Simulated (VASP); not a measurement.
# Nb (Im-3m) in VASP: a series of runs

Runs on Nb. Level: LDA. Tasks: single point, relaxation of cell and atoms.

Program: VASP 6.6.1. These are calculated values, not measurements. Logs are shortened: lines on timing, memory, paths and dates and some standing lists are left out, and cuts for length are marked.

### 1 The cell of the first run

The structure is cubic, space group Im-3m (No. 229). Conventional cell: a = 3.244 Å, b = 3.244 Å, c = 3.244 Å, α = 90.00°, β = 90.00°, γ = 90.00°. Within 3.7 Å of Nb (site symmetry m-3m) lie 14 Nb at 2.81 to 3.24 Å.

### 2 Single point, LDA

INCAR

```
SYSTEM = Nb
  PREC = Accurate
  ENCUT = 520
  EDIFF = 1E-6
  ISMEAR = -1
  SIGMA = 0.02
  LREAL = .False.
  LASPH = .True.
  NELM = 100
  ALGO = Normal
  ISIF = 2
  LWAVE = .False.
  LCHARG = .False.
  GGA = CA
  NBANDS = 12
```

KPOINTS

```
Automatic mesh
0
Gamma
  9 9 9
  0 0 0
```

POSCAR

```
Nb
1.0
    2.8093278155     -0.0000000156     -0.0000000269
   -0.9364425905      2.6486596704     -0.0000000269
   -0.9364425905     -1.3243297963      2.2938065830
Nb
1
Direct
    0.0000000000      0.0000000000      0.0000000000
```

Potentials or basis: VASP PAW LDA potentials, release 64 (Nb_sv).

Command:

```bash
$ cat potpaw_LDA.64/Nb_sv/POTCAR > POTCAR
$ mpirun -np 1 vasp_std > vasp.out
```

OUTCAR:

```text
SYSTEM = Nb
   PREC = Accurate
   ENCUT = 520
   EDIFF = 1E-6
   ISMEAR = -1
   LREAL = .False.
   LASPH = .True.
   NELM = 100
   ISIF = 2
   GGA = CA

 ion  position               nearest neighbor table
   1  0.000  0.000  0.000-

  LATTYP: Found a body centered cubic cell.
 ALAT       =     3.2439323410

  Lattice vectors:

 A1 = (   2.8093278155,  -0.0000000156,  -0.0000000269)
 A2 = (  -0.9364425905,   2.6486596704,  -0.0000000269)
 A3 = (  -0.9364425905,  -1.3243297963,   2.2938065830)

Analysis of symmetry for initial positions (statically):
=====================================================================
 Subroutine PRICEL returns:
 Original cell was already a primitive cell.

 Routine SETGRP: Setting up the symmetry group for a
 body centered cubic supercell.

 Subroutine GETGRP returns: Found 48 space group operations
 (whereof 48 operations were pure point group operations)
 out of a pool of 48 trial point group operations.

The static configuration has the point symmetry O_h .

Analysis of symmetry for dynamics (positions and initial velocities):
=====================================================================
 Subroutine PRICEL returns:
 Original cell was already a primitive cell.

 Routine SETGRP: Setting up the symmetry group for a
 body centered cubic supercell.

 Subroutine GETGRP returns: Found 48 space group operations
 (whereof 48 operations were pure point group operations)
 out of a pool of 48 trial point group operations.

The dynamic configuration has the point symmetry O_h .

 Subroutine INISYM returns: Found 48 space group operations
 (whereof 48 operations are pure point group operations),
 and found     1 'primitive' translations

----------------------------------------------------------------------------------------

                                     Primitive cell

  volume of cell :      17.0681

  direct lattice vectors                    reciprocal lattice vectors
     2.809327816 -0.000000016 -0.000000027     0.355957038  0.125849818  0.217978272
    -0.936442591  2.648659670 -0.000000027     0.000000004  0.377549453  0.217978272
    -0.936442591 -1.324329796  2.293806583     0.000000004  0.000000006  0.435956553

  length of vectors
     2.809327816  2.809327815  2.809327815     0.435956553  0.435956553  0.435956553

  position of ions in fractional coordinates (direct lattice)
     0.000000000  0.000000000  0.000000000

  ion indices of the primitive-cell ions
   primitive index   ion index
                 1           1

----------------------------------------------------------------------------------------

 KPOINTS: Automatic mesh

Automatic generation of k-mesh.
 Grid dimensions read from file:
 generate k-points for:    9    9    9

 Generating k-lattice:

  Cartesian coordinates                     Fractional coordinates (reciprocal lattice)
     0.039550782  0.013983313  0.024219808     0.111111111 -0.000000000  0.000000000
     0.000000000  0.041949939  0.024219808     0.000000000  0.111111111  0.000000000
     0.000000000  0.000000001  0.048439617     0.000000000  0.000000000  0.111111111

  Length of vectors
     0.048439617  0.048439617  0.048439617

  Shift w.r.t. Gamma in fractional coordinates (k-lattice)
     0.000000000  0.000000000  0.000000000

 Subroutine IBZKPT returns following result:
 ===========================================

 Found     35 irreducible k-points:

 Following reciprocal coordinates:
            Coordinates               Weight
  0.000000  0.000000  0.000000      1.000000
  0.111111 -0.000000 -0.000000     12.000000
  0.222222 -0.000000 -0.000000     12.000000
  0.333333 -0.000000 -0.000000     12.000000
  0.444444 -0.000000 -0.000000     12.000000
  0.111111  0.111111 -0.000000     24.000000
[... 16 lines left out ...]
 -0.333333  0.444444  0.111111     48.000000
 -0.444444 -0.444444  0.111111     24.000000
 [... further k-points ...]
   k-points           NKPTS =     35   k-points in BZ     NKDIM =     35   number of bands    NBANDS=     12
   number of dos      NEDOS =    301   number of ions     NIONS =      1
   total plane-waves  NPLWV =  13824
   dimension x,y,z NGX =    24 NGY =   24 NGZ =   24
   dimension x,y,z NGXF=    48 NGYF=   48 NGZF=   48
   ions per type =               1
   NGX,Y,Z   is equivalent  to a cutoff of  14.20, 14.20, 14.20 a.u.
   NGXF,Y,Z  is equivalent  to a cutoff of  28.40, 28.40, 28.40 a.u.
 SYSTEM =  Nb
   PREC   = accura    normal or accurate (medium, high low for compatibility)
   ISTART =      0    job   : 0-new  1-cont  2-samecut
   ICHARG =      2    charge: 1-file 2-atom 10-const
   ISPIN  =      1    spin polarized calculation?
   LNONCOLLINEAR =      F non collinear calculations
   LSORBIT =      F    spin-orbit coupling
   LASPH  =      T    aspherical Exc in radial PAW
   ENCUT  =  520.0 eV  38.22 Ry    6.18 a.u.   5.22  5.22  5.22*2*pi/ulx,y,z
   NELM   =    100;   NELMIN=  2; NELMDL= -5     # of ELM steps
   EDIFF  = 0.1E-05   stopping-criterion for ELM
   LREAL  =      F    real-space projection
   EDIFFG = 0.1E-04   stopping-criterion for IOM
   NSW    =      0    number of steps for IOM
   IBRION =     -1    ionic relax: 0-MD 1-quasi-New 2-CG
   NFREE  =      0    steps in history (QN), initial steepest desc. (CG)
   ISIF   =      2    stress and relaxation
   ISYM   =      2    0-nonsym 1-usesym 2-fastsym
   POTIM  = 0.5000    time-step for ionic-motion
   TEBEG  =    0.0;   TEEND  =   0.0 temperature during run
   PSTRESS=    0.0 pullay stress
   NELECT =      13.0000    total number of electrons
   NUPDOWN=      -1.0000    fix difference up-down
   EMIN   =  10.00;   EMAX   =-10.00  energy-range for DOS
   EFERMI =   0.00;   METHOD = LEGACY
   ISMEAR =    -1;   SIGMA  =   0.02  broadening in eV -4-tet -1-fermi 0-gaus
   EFERMI_NEDOS =   21; number of points for ismear=-14 and -15
   IALGO  =     38    algorithm
   IMIX   =      4    mixing-type and parameters
     AMIX     =   0.40;   BMIX     =  1.00
     AMIX_MAG =   1.60;   BMIX_MAG =  1.00
  volume/ion in A,a.u.               =      17.07       115.18
  Fermi-wavevector in a.u.,A,eV,Ry     =   1.495068  2.825268 30.412111  2.235227
  Thomas-Fermi vector in A             =   2.607260
   LORBIT       =      0    0 simple, 1 ext, 2 COOP (PROOUT), +10 PAW based schemes
   GGA     = CA    functional components
   LHFCALC =     F    Hartree Fock is set to
   AEXX    =    0.0000 exact exchange contribution
   IVDW    =     0    specifies the selected vdW correction
   LEPSILON=     F    determine dielectric tensor
   LRPA    =     F    only Hartree local field effects (RPA)
 non-spin polarized calculation
  energy-cutoff  :      520.00
  volume of cell :       17.07
 maximum number of plane-waves:       471
 NGX is ok and might be reduce to    24
   NGX = 11   NGY = 11   NGZ = 11

 number of electron      13.0000001 magnetization

 Free energy of the ion-electron system (eV)
  ---------------------------------------------------
  ext. energy  EPLUGINS =         0.00000000
  ---------------------------------------------------
  free energy    TOTEN  =       -11.26918707 eV

  energy without entropy =      -11.26768124  energy(sigma->0) =      -11.26843415

 E-fermi :  11.7862     XC(G=0): -12.9926

 val. band max:       11.7656443921   @ k =   0.1111  -0.0000  -0.0000
 cond. band min:      11.8333105441   @ k =   0.3333   0.2222   0.0000
 fundamental gap:      0.0676661519
 Fermi energy:        11.7862439732

 k-point     1 :       0.0000    0.0000    0.0000
  band No.  band energies     occupation
      1     -42.2361      2.00000
      2     -17.5572      2.00000
      3     -17.5572      2.00000
      4     -17.5572      2.00000
      5       5.7499      2.00000
      6      12.0885      0.00000
      7      12.0885      0.00000
      8      12.0885      0.00000
      9      15.1734      0.00000
     10      15.1734      0.00000
     11      26.1450      0.00000
     12      26.1450      0.00000

 k-point     2 :       0.1111   -0.0000   -0.0000
  band No.  band energies     occupation
      1     -42.2006      2.00000
      2     -17.7630      2.00000
      3     -17.6190      2.00000
      4     -17.5592      2.00000
      5       6.2779      2.00000
      6      11.7656      1.47382
      7      11.9879      0.00008
      8      12.6104      0.00000
      9      14.7449      0.00000
     10      15.1782      0.00000
     11      26.5578      0.00000
     12      27.0662      0.00000

 k-point     3 :       0.2222   -0.0000   -0.0000
  band No.  band energies     occupation
      1     -42.1095      2.00000
      2     -18.2634      2.00000
      3     -17.7726      2.00000
      4     -17.5645      2.00000
      5       7.4798      2.00000
      6      11.0515      2.00000
      7      11.6496      1.99785
      8      14.0942      0.00000
      9      14.5535      0.00000
     10      15.2794      0.00000
     11      26.7147      0.00000
     12      28.5980      0.00000

 k-point     4 :       0.3333   -0.0000   -0.0000
  band No.  band energies     occupation
      1     -42.0038      2.00000
      2     -18.8017      2.00000
      3     -17.9423      2.00000
      4     -17.5707      2.00000
      5       8.0543      2.00000
      6      10.3664      2.00000
      7      12.3189      0.00000
      8      15.0029      0.00000
      9      15.5731      0.00000
     10      16.2508      0.00000
     11      25.1813      0.00000
     12      26.9020      0.00000

 k-point     5 :       0.4444   -0.0000   -0.0000
  band No.  band energies     occupation
      1     -41.9337      2.00000
      2     -19.1381      2.00000
      3     -18.0503      2.00000
      4     -17.5749      2.00000
      5       7.8506      2.00000
      6       9.9710      2.00000
      7      13.9924      0.00000
      8      15.2911      0.00000
      9      15.9088      0.00000
     10      18.2604      0.00000
     11      23.7847      0.00000
     12      24.9628      0.00000
[... 228 lines left out ...]
      1     -41.9866      2.00000
      2     -18.5886      2.00000
      3     -18.0341      2.00000
      4     -17.8046      2.00000
      5       8.9074      2.00000
      6      10.6847      2.00000
      7      11.7288      1.89284
      8      13.2588      0.00000
      9      15.3809      0.00000
     10      16.6447      0.00000
     11      26.2494      0.00000
     12      29.0435      0.00000

 k-point    22 :      -0.4444    0.4444    0.1111
  band No.  band energies     occupation
      1     -41.9086      2.00000
      2     -19.0820      2.00000
      3     -18.1232      2.00000
      4     -17.7113      2.00000
      5       8.2654      2.00000
      6      10.5213      2.00000
      7      12.2977      0.00000
      8      14.3547      0.00000
      9      17.5705      0.00000
     10      18.1396      0.00000
     11      24.5477      0.00000
     12      25.7130      0.00000

 k-point    23 :      -0.3333    0.4444    0.1111
  band No.  band energies     occupation
      1     -41.9046      2.00000
      2     -18.8933      2.00000
      3     -18.2378      2.00000
      4     -17.8155      2.00000
      5       9.0501      2.00000
      6      10.4659      2.00000
      7      11.5377      1.99999
      8      14.0215      0.00000
      9      16.4312      0.00000
     10      18.6240      0.00000
     11      25.0167      0.00000
     12      27.5189      0.00000

 k-point    24 :      -0.4444   -0.4444    0.1111
  band No.  band energies     occupation
      1     -41.8719      2.00000
      2     -19.0133      2.00000
      3     -18.3196      2.00000
      4     -17.8147      2.00000
      5       8.8243      2.00000
      6      10.7990      2.00000
      7      11.3061      2.00000
      8      14.1430      0.00000
      9      17.2765      0.00000
     10      20.3618      0.00000
     11      23.6880      0.00000
     12      26.2915      0.00000

 [... further k-points ...]

------------------------ aborting loop because EDIFF is reached ----------------------------------------

  FORCE on cell =-STRESS in cart. coord.  units (eV):
  Direction    XX          YY          ZZ          XY          YZ          ZX
  --------------------------------------------------------------------------------------
  -------------------------------------------------------------------------------------
  Total       -0.0147565     -0.0147565     -0.0147565      0.0000000     -0.0000000     -0.0000000
  in kB       -1.3851832     -1.3851832     -1.3851832      0.0000000     -0.0000000     -0.0000000
  external PRESSURE =      -1.3851832 kB  Pullay stress =       0.0000000 kB

 VOLUME and BASIS-vectors are now :
 -----------------------------------------------------------------------------
  energy-cutoff  :      520.00
  volume of cell :       17.07
      direct lattice vectors                 reciprocal lattice vectors
     2.809327816 -0.000000016 -0.000000027     0.355957038  0.125849818  0.217978272
    -0.936442591  2.648659670 -0.000000027     0.000000004  0.377549453  0.217978272
    -0.936442591 -1.324329796  2.293806583     0.000000004  0.000000006  0.435956553

 POSITION                                       TOTAL-FORCE (eV/Angst)
 -----------------------------------------------------------------------------------
      0.00000      0.00000      0.00000         0.000000      0.000000      0.000000
 -----------------------------------------------------------------------------------
    total drift:                               -0.000000      0.000000     -0.000000

  FREE ENERGIE OF THE ION-ELECTRON SYSTEM (eV)
  ---------------------------------------------------
  free  energy   TOTEN  =       -11.2691870711 eV

  energy  without entropy=      -11.2676812368  energy(sigma->0) =      -11.26843415
```

It took 6.5 s on 1 thread of AMD EPYC 7R13 (Zen 3), shared host; peak memory 0.1 GiB.

Results:

```yaml
Free_energy: -11.2692 eV
Pressure: -0.1 GPa
Band_gap_on_the_k_mesh: zero (an odd number of electrons rules out a gap without spin polarisation)
```

### 3 Relaxation of cell and atoms, LDA

This run uses another cell than the first one, of 18.43 Å³/atom.

INCAR

```
SYSTEM = Nb
ALGO = Normal ; EDIFF = 1E-6
EDIFFG = -0.02 ; ENCUT = 600
IBRION = 2 ; ISIF = 3
ISMEAR = -1 ; LASPH = .TRUE.
LCHARG = .FALSE. ; LREAL = .FALSE.
LWAVE = .FALSE. ; NELM = 100
NSW = 60 ; PREC = Accurate
SIGMA = 0.02
```

KPOINTS

```
k-points
0
G
  9 9 9
  0 0 0
```

POSCAR

```
Nb
1.0
    2.8820460000      0.0000000000      0.0000000000
   -0.9606819699      2.7172190377      0.0000000000
   -0.9606819699     -1.3586094550      2.3531807511
Nb
1
Direct
    0.0000000000      0.0000000000      0.0000000000
```

Potentials or basis: VASP PAW LDA potentials, release 64 (Nb_sv).

Command:

```bash
$ cat potpaw_LDA.64/Nb_sv/POTCAR > POTCAR
$ mpirun -np 1 vasp_std > vasp.out
```

It took 18 s on 1 thread of AMD EPYC 7R13 (Zen 3), shared host; peak memory 0.11 GiB.

The run converged. Its results:

```
Free energy                           : -11.2700 eV
Relaxed volume                        : 17.07 Å³/atom
Relaxed cell                          : a = 2.810 Å, b = 2.810 Å, c = 2.810 Å, α = 109.47°, β = 109.47°, γ = 109.47°
Space group after relaxing (to 0.1 Å) : Im-3m (No. 229)
Energy gained by relaxing             : 57.7 meV/atom
Ionic steps                           : 4
Pressure after relaxing               : -0.1 GPa
Band gap on the k mesh                : zero (an odd number of electrons rules out a gap without spin polarisation)
```

Step by step:
| step | energy change (eV) | largest force (eV/Å) | pressure (GPa) | volume (Å³) |
| --- | --- | --- | --- | --- |
| 1 | 0.0000 | 0.0000 | -12.69 | 18.43 |
| 2 | 0.1778 | 0.0000 | 36.72 | 14.80 |
| 3 | -0.0574 | 0.0000 | -1.08 | 17.15 |
| 4 | -0.0577 | 0.0000 | -0.12 | 17.07 |

Final structure:
```cif
data_structure
_symmetry_space_group_name_H-M 'P 1'
_symmetry_Int_Tables_number 1
_cell_length_a 2.8096
_cell_length_b 2.8096
_cell_length_c 2.8096
_cell_angle_alpha 109.471
_cell_angle_beta 109.471
_cell_angle_gamma 109.471
_cell_volume 17.07
loop_
_atom_site_label
_atom_site_type_symbol
_atom_site_fract_x
_atom_site_fract_y
_atom_site_fract_z
_atom_site_occupancy
Nb1 Nb 0.00000 0.00000 0.00000 1
```

Levels at points of the mesh, in eV from the Fermi level:
```tsv
k point	band 2	band 3	band 4	band 5	band 6	band 7	band 8	band 9	band 10
(0.00, 0.00, 0.00)	-29.35	-29.35	-29.35	-6.04	0.30	0.30	0.30	3.39	3.39
```
